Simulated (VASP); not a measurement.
# Sb (Pm-3m) in VASP: further runs

Runs on Sb. Level: LDA. Tasks: single point.

All numbers are computed with VASP 6.6.1; they aren't measurements. Logs are shortened: lines on timing, memory, paths and dates and some standing lists are left out, and cuts for length are marked.

## (1) The cell of the first run

Symmetry: Pm-3m, No. 221, cubic system. The conventional cell has a = 2.979 Å, b = 2.979 Å, c = 2.979 Å, α = 90.00°, β = 90.00°, γ = 90.00°. Sb (site symmetry m-3m) has 6 Sb at 2.98 Å within 3.9 Å.

This isn't the form of Sb at room conditions, which is rhombohedral.

## (2) Single point, LDA (26.45 Å³/atom)

Contents of INCAR:

```
PREC = Accurate ; ENCUT = 500
EDIFF = 1E-6 ; ISMEAR = 0
SIGMA = 0.1 ; LREAL = False
LASPH = True ; NELM = 120
ALGO = Normal ; ISIF = 2
LWAVE = False ; LCHARG = False
GGA = CA ; NBANDS = 8
GGA_COMPAT = False
```

Contents of KPOINTS:

```
Automatic mesh
0
Gamma
  14 14 14
```

Contents of POSCAR:

```
Sb
1.0
    2.9794864247      0.0000000000      0.0000000000
    0.0000000000      2.9794864247      0.0000000000
    0.0000000000      0.0000000000      2.9794864247
Sb
1
Direct
    0.0000000000      0.0000000000      0.0000000000
```

Potentials or basis: VASP PAW LDA potentials, release 64 (Sb).

Launch:

```sh
> cat potpaw_LDA.64/Sb/POTCAR > POTCAR
> mpirun -np 1 vasp_std > vasp.out
```

OUTCAR:

```text
PREC = Accurate
   ENCUT = 500
   EDIFF = 1E-6
   ISMEAR = 0
   LREAL = False
   LASPH = True
   NELM = 120
   ISIF = 2
   GGA = CA

 ion  position               nearest neighbor table
   1  0.000  0.000  0.000-

  LATTYP: Found a simple cubic cell.
 ALAT       =     2.9794864247

  Lattice vectors:

 A1 = (   2.9794864247,   0.0000000000,   0.0000000000)
 A2 = (   0.0000000000,   2.9794864247,   0.0000000000)
 A3 = (   0.0000000000,   0.0000000000,   2.9794864247)

Analysis of symmetry for initial positions (statically):
=====================================================================
 Subroutine PRICEL returns:
 Original cell was already a primitive cell.

 Routine SETGRP: Setting up the symmetry group for a
 simple cubic supercell.

 Subroutine GETGRP returns: Found 48 space group operations
 (whereof 48 operations were pure point group operations)
 out of a pool of 48 trial point group operations.

The static configuration has the point symmetry O_h .

Analysis of symmetry for dynamics (positions and initial velocities):
=====================================================================
 Subroutine PRICEL returns:
 Original cell was already a primitive cell.

 Routine SETGRP: Setting up the symmetry group for a
 simple cubic supercell.

 Subroutine GETGRP returns: Found 48 space group operations
 (whereof 48 operations were pure point group operations)
 out of a pool of 48 trial point group operations.

The dynamic configuration has the point symmetry O_h .

 Subroutine INISYM returns: Found 48 space group operations
 (whereof 48 operations are pure point group operations),
 and found     1 'primitive' translations

----------------------------------------------------------------------------------------

                                     Primitive cell

  volume of cell :      26.4499

  direct lattice vectors                    reciprocal lattice vectors
     2.979486425  0.000000000  0.000000000     0.335628312  0.000000000  0.000000000
     0.000000000  2.979486425  0.000000000     0.000000000  0.335628312  0.000000000
     0.000000000  0.000000000  2.979486425     0.000000000  0.000000000  0.335628312

  length of vectors
     2.979486425  2.979486425  2.979486425     0.335628312  0.335628312  0.335628312

  position of ions in fractional coordinates (direct lattice)
     0.000000000  0.000000000  0.000000000

  ion indices of the primitive-cell ions
   primitive index   ion index
                 1           1

----------------------------------------------------------------------------------------

 KPOINTS: Automatic mesh

Automatic generation of k-mesh.
 Grid dimensions read from file:
 generate k-points for:   14   14   14

 Generating k-lattice:

  Cartesian coordinates                     Fractional coordinates (reciprocal lattice)
     0.023973451  0.000000000  0.000000000     0.071428571  0.000000000  0.000000000
     0.000000000  0.023973451  0.000000000     0.000000000  0.071428571  0.000000000
     0.000000000  0.000000000  0.023973451     0.000000000  0.000000000  0.071428571

  Length of vectors
     0.023973451  0.023973451  0.023973451

  Shift w.r.t. Gamma in fractional coordinates (k-lattice)
     0.000000000  0.000000000  0.000000000

 Subroutine IBZKPT returns following result:
 ===========================================

 Found    120 irreducible k-points:

 Following reciprocal coordinates:
            Coordinates               Weight
  0.000000  0.000000  0.000000      1.000000
  0.071429  0.000000  0.000000      6.000000
  0.142857  0.000000  0.000000      6.000000
  0.214286  0.000000  0.000000      6.000000
  0.285714  0.000000  0.000000      6.000000
  0.357143  0.000000  0.000000      6.000000
[... 16 lines left out ...]
  0.285714  0.214286  0.000000     24.000000
  0.357143  0.214286  0.000000     24.000000
 [... further k-points ...]
   k-points           NKPTS =    120   k-points in BZ     NKDIM =    120   number of bands    NBANDS=      8
   number of dos      NEDOS =    301   number of ions     NIONS =      1
   total plane-waves  NPLWV =  13824
   dimension x,y,z NGX =    24 NGY =   24 NGZ =   24
   dimension x,y,z NGXF=    48 NGYF=   48 NGZF=   48
   ions per type =               1
   NGX,Y,Z   is equivalent  to a cutoff of  13.39, 13.39, 13.39 a.u.
   NGXF,Y,Z  is equivalent  to a cutoff of  26.78, 26.78, 26.78 a.u.
 SYSTEM =  unknown system
   PREC   = accura    normal or accurate (medium, high low for compatibility)
   ISTART =      0    job   : 0-new  1-cont  2-samecut
   ICHARG =      2    charge: 1-file 2-atom 10-const
   ISPIN  =      1    spin polarized calculation?
   LNONCOLLINEAR =      F non collinear calculations
   LSORBIT =      F    spin-orbit coupling
   LASPH  =      T    aspherical Exc in radial PAW
   ENCUT  =  500.0 eV  36.75 Ry    6.06 a.u.   5.43  5.43  5.43*2*pi/ulx,y,z
   NELM   =    120;   NELMIN=  2; NELMDL= -5     # of ELM steps
   EDIFF  = 0.1E-05   stopping-criterion for ELM
   LREAL  =      F    real-space projection
   EDIFFG = 0.1E-04   stopping-criterion for IOM
   NSW    =      0    number of steps for IOM
   IBRION =     -1    ionic relax: 0-MD 1-quasi-New 2-CG
   NFREE  =      0    steps in history (QN), initial steepest desc. (CG)
   ISIF   =      2    stress and relaxation
   ISYM   =      2    0-nonsym 1-usesym 2-fastsym
   POTIM  = 0.5000    time-step for ionic-motion
   TEBEG  =    0.0;   TEEND  =   0.0 temperature during run
   PSTRESS=    0.0 pullay stress
   NELECT =       5.0000    total number of electrons
   NUPDOWN=      -1.0000    fix difference up-down
   EMIN   =  10.00;   EMAX   =-10.00  energy-range for DOS
   EFERMI =   0.00;   METHOD = LEGACY
   ISMEAR =     0;   SIGMA  =   0.10  broadening in eV -4-tet -1-fermi 0-gaus
   EFERMI_NEDOS =   21; number of points for ismear=-14 and -15
   IALGO  =     38    algorithm
   IMIX   =      4    mixing-type and parameters
     AMIX     =   0.40;   BMIX     =  1.00
     AMIX_MAG =   1.60;   BMIX_MAG =  1.00
  volume/ion in A,a.u.               =      26.45       178.49
  Fermi-wavevector in a.u.,A,eV,Ry     =   0.939558  1.775506 12.010795  0.882769
  Thomas-Fermi vector in A             =   2.066882
   LORBIT       =      0    0 simple, 1 ext, 2 COOP (PROOUT), +10 PAW based schemes
   GGA     = CA    functional components
   LHFCALC =     F    Hartree Fock is set to
   AEXX    =    0.0000 exact exchange contribution
   IVDW    =     0    specifies the selected vdW correction
   LEPSILON=     F    determine dielectric tensor
   LRPA    =     F    only Hartree local field effects (RPA)
 non-spin polarized calculation
 Gauss-broadening in eV      SIGMA  =   0.10
  energy-cutoff  :      500.00
  volume of cell :       26.45
 maximum number of plane-waves:       691
 NGX is ok and might be reduce to    24
   NGX = 11   NGY = 11   NGZ = 11

 number of electron       5.0000001 magnetization

 Free energy of the ion-electron system (eV)
  ---------------------------------------------------
  ext. energy  EPLUGINS =         0.00000000
  ---------------------------------------------------
  free energy    TOTEN  =        -4.76948892 eV

  energy without entropy =       -4.76621230  energy(sigma->0) =       -4.76785061

 E-fermi :   8.5880     XC(G=0): -10.3102

 val. band max:        8.5340087862   @ k =   0.2143   0.2143   0.1429
 cond. band min:       8.5955499693   @ k =   0.4286   0.3571   0.3571
 fundamental gap:      0.0615411831
 Fermi energy:         8.5879857264

 k-point     1 :       0.0000    0.0000    0.0000
  band No.  band energies     occupation
      1      -4.7761      2.00000
      2      12.1470      0.00000
      3      12.1470      0.00000
      4      12.1470      0.00000
      5      15.6260      0.00000
      6      15.6260      0.00000
      7      17.5741      0.00000
      8      25.6751      0.00000

 k-point     2 :       0.0714    0.0000    0.0000
  band No.  band energies     occupation
      1      -4.6927      2.00000
      2      11.0766      0.00000
      3      12.2320      0.00000
      4      12.2320      0.00000
      5      15.6855      0.00000
      6      16.3107      0.00000
      7      18.1008      0.00000
      8      25.2451      0.00000

 k-point     3 :       0.1429    0.0000    0.0000
  band No.  band energies     occupation
      1      -4.4440      2.00000
      2       9.1829      0.00000
      3      12.4813      0.00000
      4      12.4813      0.00000
      5      15.8634      0.00000
      6      16.9069      0.00000
      7      19.8048      0.00000
      8      24.3116      0.00000

 k-point     4 :       0.2143    0.0000    0.0000
  band No.  band energies     occupation
      1      -4.0359      2.00000
      2       7.2452      2.00000
      3      12.8757      0.00000
      4      12.8757      0.00000
      5      16.1569      0.00000
      6      17.3299      0.00000
      7      21.9124      0.00000
      8      23.2233      0.00000

 k-point     5 :       0.2857    0.0000    0.0000
  band No.  band energies     occupation
      1      -3.4843      2.00000
      2       5.4400      2.00000
      3      13.3774      0.00000
      4      13.3774      0.00000
      5      16.5583      0.00000
      6      17.8157      0.00000
      7      22.1307      0.00000
      8      22.1307      0.00000
[... 177 lines left out ...]
 k-point    22 :       0.2143    0.2143    0.0000
  band No.  band energies     occupation
      1      -3.2949      2.00000
      2       7.6881      2.00000
      3       8.2517      2.00000
      4      13.6119      0.00000
      5      17.1742      0.00000
      6      18.7043      0.00000
      7      21.5616      0.00000
      8      23.0499      0.00000

 k-point    23 :       0.2857    0.2143    0.0000
  band No.  band energies     occupation
      1      -2.7421      2.00000
      2       6.1223      2.00000
      3       8.5257      1.62124
      4      14.1196      0.00000
      5      16.8765      0.00000
      6      17.9905      0.00000
      7      22.2455      0.00000
      8      22.5771      0.00000

 k-point    24 :       0.3571    0.2143    0.0000
  band No.  band energies     occupation
      1      -2.0872      2.00000
      2       4.5610      2.00000
      3       9.0897      0.00000
      4      14.6671      0.00000
      5      15.7319      0.00000
      6      18.4122      0.00000
      7      21.6245      0.00000
      8      21.9364      0.00000

 [... further k-points ...]

------------------------ aborting loop because EDIFF is reached ----------------------------------------

  FORCE on cell =-STRESS in cart. coord.  units (eV):
  Direction    XX          YY          ZZ          XY          YZ          ZX
  --------------------------------------------------------------------------------------
  -------------------------------------------------------------------------------------
  Total        0.8007099      0.8007099      0.8007099     -0.0000000     -0.0000000     -0.0000000
  in kB       48.5022138     48.5022138     48.5022138     -0.0000000     -0.0000000     -0.0000000
  external PRESSURE =      48.5022138 kB  Pullay stress =       0.0000000 kB

 VOLUME and BASIS-vectors are now :
 -----------------------------------------------------------------------------
  energy-cutoff  :      500.00
  volume of cell :       26.45
      direct lattice vectors                 reciprocal lattice vectors
     2.979486425  0.000000000  0.000000000     0.335628312  0.000000000  0.000000000
     0.000000000  2.979486425  0.000000000     0.000000000  0.335628312  0.000000000
     0.000000000  0.000000000  2.979486425     0.000000000  0.000000000  0.335628312

 POSITION                                       TOTAL-FORCE (eV/Angst)
 -----------------------------------------------------------------------------------
      0.00000      0.00000      0.00000         0.000000      0.000000      0.000000
 -----------------------------------------------------------------------------------
    total drift:                               -0.000000      0.000000      0.000000

  FREE ENERGIE OF THE ION-ELECTRON SYSTEM (eV)
  ---------------------------------------------------
  free  energy   TOTEN  =        -4.7694889208 eV

  energy  without entropy=       -4.7662122954  energy(sigma->0) =       -4.76785061
```

Wall time 5.3 s (1 thread of Intel Xeon 6975P-C (Granite Rapids), shared host); peak memory 0.13 GiB.

What came out:

```yaml
Free_energy: -4.7695 eV
Pressure: 4.9 GPa
Band_gap_on_the_k_mesh: zero (an odd number of electrons rules out a gap without spin polarisation)
```

Caveat: the cell stands under pressure; spin-orbit coupling is left out, which moves the levels of the heavy elements.

## (3) Single point, LDA (27.29 Å³/atom)

This run uses another cell than the first one, of 27.29 Å³/atom.

Contents of INCAR:

```
PREC = Accurate ; ENCUT = 500
EDIFF = 1E-6 ; ISMEAR = 0
SIGMA = 0.1 ; LREAL = F
LASPH = T ; NELM = 120
ALGO = Normal ; ISIF = 2
LWAVE = F ; LCHARG = T
GGA = CA ; LELF = T
LVHAR = T ; NBANDS = 8
GGA_COMPAT = F
```

Contents of KPOINTS:

```
regular mesh
0
Gamma
  14 14 14
```

Contents of POSCAR:

```
Sb
1.0
    3.0108517446      0.0000000000      0.0000000000
    0.0000000000      3.0108517446      0.0000000000
    0.0000000000      0.0000000000      3.0108517446
Sb
1
Direct
    0.0000000000      0.0000000000      0.0000000000
```

Potentials or basis: VASP PAW LDA potentials, release 64 (Sb).

Launch:

```sh
> cat potpaw_LDA.64/Sb/POTCAR > POTCAR
> mpirun -np 1 vasp_std > vasp.out
```

OUTCAR:

```text
PREC = Accurate
   ENCUT = 500
   EDIFF = 1E-6
   ISMEAR = 0
   LREAL = F
   LASPH = T
   NELM = 120
   ISIF = 2
   GGA = CA

 ion  position               nearest neighbor table
   1  0.000  0.000  0.000-

  LATTYP: Found a simple cubic cell.
 ALAT       =     3.0108517446

  Lattice vectors:

 A1 = (   3.0108517446,   0.0000000000,   0.0000000000)
 A2 = (   0.0000000000,   3.0108517446,   0.0000000000)
 A3 = (   0.0000000000,   0.0000000000,   3.0108517446)

[... 442 lines left out ...]
      8      21.3894      0.00000

 [... further k-points ...]

------------------------ aborting loop because EDIFF is reached ----------------------------------------

  FORCE on cell =-STRESS in cart. coord.  units (eV):
  Direction    XX          YY          ZZ          XY          YZ          ZX
  --------------------------------------------------------------------------------------
  -------------------------------------------------------------------------------------
  Total        0.4000095      0.4000095      0.4000095     -0.0000000      0.0000000     -0.0000000
  in kB       23.4807944     23.4807944     23.4807944     -0.0000000      0.0000000     -0.0000000
  external PRESSURE =      23.4807944 kB  Pullay stress =       0.0000000 kB

 VOLUME and BASIS-vectors are now :
 -----------------------------------------------------------------------------
  energy-cutoff  :      500.00
  volume of cell :       27.29
      direct lattice vectors                 reciprocal lattice vectors
     3.010851745  0.000000000  0.000000000     0.332131930  0.000000000  0.000000000
     0.000000000  3.010851745  0.000000000     0.000000000  0.332131930  0.000000000
     0.000000000  0.000000000  3.010851745     0.000000000  0.000000000  0.332131930

 POSITION                                       TOTAL-FORCE (eV/Angst)
 -----------------------------------------------------------------------------------
      0.00000      0.00000      0.00000         0.000000      0.000000      0.000000
 -----------------------------------------------------------------------------------
    total drift:                               -0.000000      0.000000      0.000000

  FREE ENERGIE OF THE ION-ELECTRON SYSTEM (eV)
  ---------------------------------------------------
  free  energy   TOTEN  =        -4.7882357471 eV

  energy  without entropy=       -4.7846625753  energy(sigma->0) =       -4.78644916
```

stdout:

```text
POSCAR found type information on POSCAR Sb
 POSCAR found :  1 types and       1 ions
 scaLAPACK will be used
 LDA part: xc-table for (Slater(with rela. corr.)+CA(PZ))
 , standard interpolation
 POSCAR, INCAR and KPOINTS ok, starting setup
 FFT: planning ... GRIDC
 FFT: planning ... GRID_SOFT
 FFT: planning ... GRID
 WAVECAR not read
 entering main loop
```

Wall time 5.7 s (1 thread of Intel Xeon 6975P-C (Granite Rapids), shared host); peak memory 0.13 GiB.

Results:

```yaml
Free_energy: -4.7882 eV
Pressure: 2.3 GPa
Band_gap_on_the_k_mesh: zero (an odd number of electrons rules out a gap without spin polarisation)
```

Caveat: spin-orbit coupling is left out, which moves the levels of the heavy elements.

## (4) Single point, LDA

This run uses another cell than the first one, of 28.14 Å³/atom.

Contents of INCAR:

```
SYSTEM = Sb
PREC = Accurate
ENCUT = 500
EDIFF = 1E-6
ISMEAR = 0
SIGMA = 0.1
LREAL = .False.
LASPH = .True.
NELM = 120
ALGO = Normal
ISIF = 2
LWAVE = .False.
LCHARG = .False.
GGA = CA
NBANDS = 8
GGA_COMPAT = .False.
```

Contents of KPOINTS:

```
Automatic mesh
0
Gamma
  14 14 14
  0 0 0
```

Contents of POSCAR:

```
Sb
1.0
    3.0415768437      0.0000000000      0.0000000000
    0.0000000000      3.0415768437      0.0000000000
    0.0000000000      0.0000000000      3.0415768437
Sb
1
Direct
    0.0000000000      0.0000000000      0.0000000000
```

Launch:

```sh
> cat potpaw_LDA.64/Sb/POTCAR > POTCAR
> mpirun -np 1 vasp_std > vasp.out
```

Wall time 7.4 s (1 thread of Intel Xeon 6975P-C (Granite Rapids), shared host); peak memory 0.13 GiB.

The run converged. Its results:

```
Free energy            : -4.7948 eV
Pressure               : 0.2 GPa
Band gap on the k mesh : zero (an odd number of electrons rules out a gap without spin polarisation)
```

Levels at points of the mesh, in eV from the Fermi level:
```csv
k point,band 1,band 2,band 3,band 4,band 5,band 6,band 7
"(0.00, 0.00, 0.00)",-12.81,3.43,3.43,3.43,7.01,7.01,8.61
"(0.50, 0.00, 0.00)",-10.18,-5.91,5.61,5.61,9.07,10.78,11.42
"(0.50, 0.50, 0.00)",-7.38,-3.73,-3.73,2.04,7.86,12.93,13.17
"(0.50, 0.50, 0.50)",-4.23,-1.67,-1.67,-1.67,4.82,4.82,4.82
```

Caveat: spin-orbit coupling is left out, which moves the levels of the heavy elements.

## (5) The runs side by side

| cell | gap on the mesh (eV) | pressure (GPa) |
| --- | --- | --- |
| a = 2.979 Å, 1 atom | none | 4.9 |
| a = 3.011 Å, 1 atom | none | 2.3 |
| a = 3.042 Å, 1 atom | none | 0.2 |

Alike in all rows: task single point; level LDA; potentials or basis VASP PAW LDA potentials, release 64 (Sb); no spin polarisation; k mesh 14 × 14 × 14; cutoff (eV) 500; smearing gaussian 0.1 eV.

Caveats: spin-orbit coupling is left out, which moves the levels of the heavy elements; the cell stands under pressure (at least some runs).

Total energies depend on the potentials used, so only differences within one code and one set of settings carry meaning.
